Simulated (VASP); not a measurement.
# TePb (I4/mmm) in VASP: single point with r2SCAN

Aim: the single point of TePb with r2SCAN.

All numbers are computed with VASP 6.6.1; they aren't measurements. Logs are shortened: lines on timing, memory, paths and dates and some standing lists are left out, and cuts for length are marked.

## 1. The cell of the first run

Symmetry: I4/mmm, No. 139, tetragonal system. The conventional cell has a = 4.490 Å, b = 4.490 Å, c = 6.667 Å, α = 90.00°, β = 90.00°, γ = 90.00°. Te (site symmetry 4/mmm) has 6 Pb at 3.17 to 3.33 Å within 4.2 Å. Pb (site symmetry 4/mmm) has 6 Te at 3.17 to 3.33 Å within 4.2 Å.

## 2. Single point, r2SCAN

POSCAR reads:

```
TePb
1.0
    0.0000000000      3.1749425097      3.3336896352
    3.1749425097      0.0000000000      3.3336896352
    3.1749425097      3.1749425097      0.0000000000
Te Pb
1 1
Direct
    0.5000000000      0.5000000000      0.5000000000
    0.0000000000      0.0000000000      0.0000000000
```

INCAR.step1 reads:

```
ALGO = Normal ; EDIFF = 1E-4
ENCUT = 520 ; GGA = PE
ISMEAR = 0 ; LASPH = True
LCHARG = False ; LREAL = False
LWAVE = True ; NBANDS = 17
NELM = 60 ; PREC = Accurate
SIGMA = 0.05
```

INCAR.step2 reads:

```
ALGO = Normal ; EDIFF = 1E-6
ENCUT = 520 ; ISIF = 2
ISMEAR = 0 ; ISTART = 1
LASPH = True ; LCHARG = False
LMIXTAU = True ; LREAL = False
LWAVE = False ; METAGGA = R2SCAN
NBANDS = 17 ; NELM = 60
PREC = Accurate ; SIGMA = 0.05
```

KPOINTS reads:

```
k-points
0
Gamma
  8 8 8
```

Potentials or basis: VASP PAW PBE potentials, release 64 (Te, Pb_d).

Command:

```bash
> cat potpaw_PBE.64/Te/POTCAR potpaw_PBE.64/Pb_d/POTCAR > POTCAR
> cp INCAR.step1 INCAR
> mpirun -np 1 vasp_std > vasp.out
> cp INCAR.step2 INCAR
> mpirun -np 1 vasp_std > vasp.out
```

OUTCAR:

```text
EDIFF = 1E-6
   ENCUT = 520
   ISIF = 2
   ISMEAR = 0
   ISTART = 1
   LASPH = True
   LREAL = False
   METAGGA = R2SCAN
   NELM = 60
   PREC = Accurate

 ion  position               nearest neighbor table
   1  0.500  0.500  0.500-   2 3.17   2 3.17   2 3.17   2 3.17   2 3.33   2 3.33
   2  0.000  0.000  0.000-   1 3.17   1 3.17   1 3.17   1 3.17   1 3.33   1 3.33

  LATTYP: Found a body centered tetragonal cell.
 ALAT       =     4.4900467570
 C/A-ratio  =     1.4849242405

  Lattice vectors:

 A1 = (  -3.1749425097,   0.0000000000,   3.3336896352)
 A2 = (   3.1749425097,   0.0000000000,   3.3336896352)
 A3 = (   0.0000000000,   3.1749425097,  -3.3336896352)

Analysis of symmetry for initial positions (statically):
=====================================================================
 Subroutine PRICEL returns:
 Original cell was already a primitive cell.

 Routine SETGRP: Setting up the symmetry group for a
 body centered tetragonal supercell.

 Subroutine GETGRP returns: Found 16 space group operations
 (whereof 16 operations were pure point group operations)
 out of a pool of 16 trial point group operations.

The static configuration has the point symmetry D_4h.

Analysis of symmetry for dynamics (positions and initial velocities):
=====================================================================
 Subroutine PRICEL returns:
 Original cell was already a primitive cell.

 Routine SETGRP: Setting up the symmetry group for a
 body centered tetragonal supercell.

 Subroutine GETGRP returns: Found 16 space group operations
 (whereof 16 operations were pure point group operations)
 out of a pool of 16 trial point group operations.

The dynamic configuration has the point symmetry D_4h.

 Subroutine INISYM returns: Found 16 space group operations
 (whereof 16 operations are pure point group operations),
 and found     1 'primitive' translations

----------------------------------------------------------------------------------------

                                     Primitive cell

  volume of cell :      67.2089

  direct lattice vectors                    reciprocal lattice vectors
     0.000000000  3.174942510  3.333689635    -0.157483167  0.157483167  0.149983968
     3.174942510  0.000000000  3.333689635     0.157483167 -0.157483167  0.149983968
     3.174942510  3.174942510  0.000000000     0.157483167  0.157483167 -0.149983968

  length of vectors
     4.603666639  4.603666639  4.490046757     0.268509006  0.268509006  0.268509006

  position of ions in fractional coordinates (direct lattice)
     0.500000000  0.500000000  0.500000000
     0.000000000  0.000000000  0.000000000

  ion indices of the primitive-cell ions
   primitive index   ion index
                 1           1
                 2           2

----------------------------------------------------------------------------------------

 KPOINTS: k-points

Automatic generation of k-mesh.
 Grid dimensions read from file:
 generate k-points for:    8    8    8

 Generating k-lattice:

  Cartesian coordinates                     Fractional coordinates (reciprocal lattice)
    -0.019685396  0.019685396  0.018747996     0.125000000 -0.000000000  0.000000000
     0.019685396 -0.019685396  0.018747996    -0.000000000  0.125000000  0.000000000
     0.019685396  0.019685396 -0.018747996     0.000000000  0.000000000  0.125000000

  Length of vectors
     0.033563626  0.033563626  0.033563626

  Shift w.r.t. Gamma in fractional coordinates (k-lattice)
     0.000000000  0.000000000  0.000000000

 Subroutine IBZKPT returns following result:
 ===========================================

 Found     59 irreducible k-points:

 Following reciprocal coordinates:
            Coordinates               Weight
  0.000000  0.000000  0.000000      1.000000
  0.125000  0.000000  0.000000      8.000000
  0.250000  0.000000  0.000000      8.000000
  0.375000 -0.000000  0.000000      8.000000
  0.500000  0.000000  0.000000      4.000000
  0.125000  0.125000  0.000000      2.000000
[... 16 lines left out ...]
  0.250000 -0.000000  0.125000     16.000000
  0.375000  0.000000  0.125000     16.000000
 [... further k-points ...]
   k-points           NKPTS =     59   k-points in BZ     NKDIM =     59   number of bands    NBANDS=     17
   number of dos      NEDOS =    301   number of ions     NIONS =      2
   total plane-waves  NPLWV =  46656
   dimension x,y,z NGX =    36 NGY =   36 NGZ =   36
   dimension x,y,z NGXF=    72 NGYF=   72 NGZF=   72
   ions per type =               1   1
   NGX,Y,Z   is equivalent  to a cutoff of  13.00, 13.00, 13.33 a.u.
   NGXF,Y,Z  is equivalent  to a cutoff of  26.00, 26.00, 26.66 a.u.
 SYSTEM =  unknown system
   PREC   = accura    normal or accurate (medium, high low for compatibility)
   ISTART =      1    job   : 0-new  1-cont  2-samecut
   ICHARG =      0    charge: 1-file 2-atom 10-const
   ISPIN  =      1    spin polarized calculation?
   LNONCOLLINEAR =      F non collinear calculations
   LSORBIT =      F    spin-orbit coupling
   LASPH  =      T    aspherical Exc in radial PAW
   ENCUT  =  520.0 eV  38.22 Ry    6.18 a.u.   8.56  8.56  8.35*2*pi/ulx,y,z
   NELM   =     60;   NELMIN=  2; NELMDL=  0     # of ELM steps
   EDIFF  = 0.1E-05   stopping-criterion for ELM
   LREAL  =      F    real-space projection
   EDIFFG = 0.1E-04   stopping-criterion for IOM
   NSW    =      0    number of steps for IOM
   IBRION =     -1    ionic relax: 0-MD 1-quasi-New 2-CG
   NFREE  =      0    steps in history (QN), initial steepest desc. (CG)
   ISIF   =      2    stress and relaxation
   ISYM   =      2    0-nonsym 1-usesym 2-fastsym
   POTIM  = 0.5000    time-step for ionic-motion
   TEBEG  =    0.0;   TEEND  =   0.0 temperature during run
   PSTRESS=    0.0 pullay stress
   NELECT =      20.0000    total number of electrons
   NUPDOWN=      -1.0000    fix difference up-down
   EMIN   =  10.00;   EMAX   =-10.00  energy-range for DOS
   EFERMI =   0.00;   METHOD = LEGACY
   ISMEAR =     0;   SIGMA  =   0.05  broadening in eV -4-tet -1-fermi 0-gaus
   EFERMI_NEDOS =   21; number of points for ismear=-14 and -15
   IALGO  =     38    algorithm
   IMIX   =      4    mixing-type and parameters
     AMIX     =   0.40;   BMIX     =  1.00
     AMIX_MAG =   1.60;   BMIX_MAG =  1.00
  volume/ion in A,a.u.               =      33.60       226.77
  Fermi-wavevector in a.u.,A,eV,Ry     =   1.092972  2.065418 16.253366  1.194589
  Thomas-Fermi vector in A             =   2.229249
   LORBIT       =      0    0 simple, 1 ext, 2 COOP (PROOUT), +10 PAW based schemes
   METAGGA = R2SCAN    functional components
   LHFCALC =     F    Hartree Fock is set to
   AEXX    =    0.0000 exact exchange contribution
   IVDW    =     0    specifies the selected vdW correction
   LEPSILON=     F    determine dielectric tensor
   LRPA    =     F    only Hartree local field effects (RPA)
 non-spin polarized calculation
 Gauss-broadening in eV      SIGMA  =   0.05
  energy-cutoff  :      520.00
  volume of cell :       67.21
 maximum number of plane-waves:      1841
 NGX is ok and might be reduce to    36
   NGX = 17   NGY = 17   NGZ = 17

 number of electron      20.0000004 magnetization

 Free energy of the ion-electron system (eV)
  ---------------------------------------------------
  ext. energy  EPLUGINS =         0.00000000
  ---------------------------------------------------
  free energy    TOTEN  =       -82.65228365 eV

  energy without entropy =      -82.65228365  energy(sigma->0) =      -82.65228365

 E-fermi :   5.9059     XC(G=0):  -9.8300

 val. band max:        5.6330195795   @ k =   0.5000   0.0000   0.0000
 cond. band min:       6.4984699972   @ k =   0.5000   0.0000   0.0000
 fundamental gap:      0.8654504178
 Fermi energy:         5.9059115745

 k-point     1 :       0.0000    0.0000    0.0000
  band No.  band energies     occupation
      1     -11.8331      2.00000
      2     -11.8114      2.00000
      3     -11.8114      2.00000
      4     -11.8085      2.00000
      5     -11.7960      2.00000
      6      -7.0009      2.00000
[... 9 lines left out ...]
     16      11.8420      0.00000
     17      13.0334      0.00000

 k-point     2 :       0.1250    0.0000    0.0000
  band No.  band energies     occupation
      1     -11.8341      2.00000
      2     -11.8122      2.00000
      3     -11.8109      2.00000
      4     -11.8086      2.00000
      5     -11.7939      2.00000
      6      -6.8593      2.00000
[... 9 lines left out ...]
     16      12.1229      0.00000
     17      13.8910      0.00000

 k-point     3 :       0.2500    0.0000    0.0000
  band No.  band energies     occupation
      1     -11.8375      2.00000
      2     -11.8199      2.00000
      3     -11.8096      2.00000
      4     -11.8031      2.00000
      5     -11.7879      2.00000
      6      -6.4514      2.00000
[... 9 lines left out ...]
     16      12.8946      0.00000
     17      15.6986      0.00000

 k-point     4 :       0.3750   -0.0000    0.0000
  band No.  band energies     occupation
      1     -11.8417      2.00000
      2     -11.8278      2.00000
      3     -11.8085      2.00000
      4     -11.7976      2.00000
      5     -11.7811      2.00000
      6      -5.8620      2.00000
[... 9 lines left out ...]
     16      14.2111      0.00000
     17      16.7355      0.00000
[... 343 lines left out ...]
      1     -11.8321      2.00000
      2     -11.8147      2.00000
      3     -11.8130      2.00000
      4     -11.8085      2.00000
      5     -11.7913      2.00000
      6      -6.8019      2.00000
[... 9 lines left out ...]
     16      12.7151      0.00000
     17      13.2318      0.00000

 k-point    23 :       0.2500   -0.0000    0.1250
  band No.  band energies     occupation
      1     -11.8349      2.00000
      2     -11.8217      2.00000
      3     -11.8132      2.00000
      4     -11.8042      2.00000
      5     -11.7854      2.00000
      6      -6.4725      2.00000
[... 9 lines left out ...]
     16      13.5126      0.00000
     17      14.3168      0.00000

 k-point    24 :       0.3750    0.0000    0.1250
  band No.  band energies     occupation
      1     -11.8409      2.00000
      2     -11.8289      2.00000
      3     -11.8111      2.00000
      4     -11.7996      2.00000
      5     -11.7789      2.00000
      6      -5.9307      2.00000
[... 9 lines left out ...]
     16      14.7499      0.00000
     17      15.9610      0.00000

 [... further k-points ...]
[... 5 lines left out ...]
  --------------------------------------------------------------------------------------
  -------------------------------------------------------------------------------------
  Total        1.6559040      1.6559040     -0.7386840      0.0000000      0.0000000      0.0000000
  in kB       39.4746998     39.4746998    -17.6093127      0.0000000      0.0000000      0.0000000
  external PRESSURE =      20.4466956 kB  Pullay stress =       0.0000000 kB

 VOLUME and BASIS-vectors are now :
 -----------------------------------------------------------------------------
  energy-cutoff  :      520.00
  volume of cell :       67.21
      direct lattice vectors                 reciprocal lattice vectors
     0.000000000  3.174942510  3.333689635    -0.157483167  0.157483167  0.149983968
     3.174942510  0.000000000  3.333689635     0.157483167 -0.157483167  0.149983968
     3.174942510  3.174942510  0.000000000     0.157483167  0.157483167 -0.149983968

 POSITION                                       TOTAL-FORCE (eV/Angst)
 -----------------------------------------------------------------------------------
      3.17494      3.17494      3.33369         0.000000     -0.000000     -0.000000
      0.00000      0.00000      0.00000        -0.000000      0.000000      0.000000
 -----------------------------------------------------------------------------------
    total drift:                               -0.000000      0.000000      0.000000

  FREE ENERGIE OF THE ION-ELECTRON SYSTEM (eV)
  ---------------------------------------------------
  free  energy   TOTEN  =       -82.6522836497 eV

  energy  without entropy=      -82.6522836497  energy(sigma->0) =      -82.65228365
```

Wall time 2.9 min (1 thread of Intel Xeon 6975P-C, shared host); peak memory 0.26 GiB.

Results:

- Free energy: -82.6523 eV
- Pressure: 2.0 GPa
- Band gap on the k mesh: 0.87 eV, direct

Stress tensor (GPa, compression positive):
```
 3.95  0.00  0.00
 0.00  3.95  0.00
 0.00  0.00 -1.76
```

Levels at points of the mesh, in eV from the valence-band top:
```csv
k point,band 6,band 7,band 8,band 9,band 10,band 11,band 12,band 13,band 14,band 15
"(0.00, 0.00, 0.00)",-12.63,-5.67,-1.75,-1.75,-1.27,3.56,4.68,4.68,5.92,6.21
"(0.50, 0.00, 0.00)",-11.11,-9.00,-1.20,-1.03,0.00,0.87,1.34,1.43,8.87,9.50
"(0.50, 0.50, 0.00)",-11.08,-7.29,-4.72,-3.00,-3.00,3.61,5.93,5.93,6.64,10.54
"(0.50, 0.00, 0.50)",-10.71,-7.70,-4.84,-3.37,-2.83,3.45,5.09,6.35,7.39,10.17
```

Caveat: the PAW data sets were made with another functional, which shifts forces and pressure a little; spin-orbit coupling is left out, which moves the levels of the heavy elements.
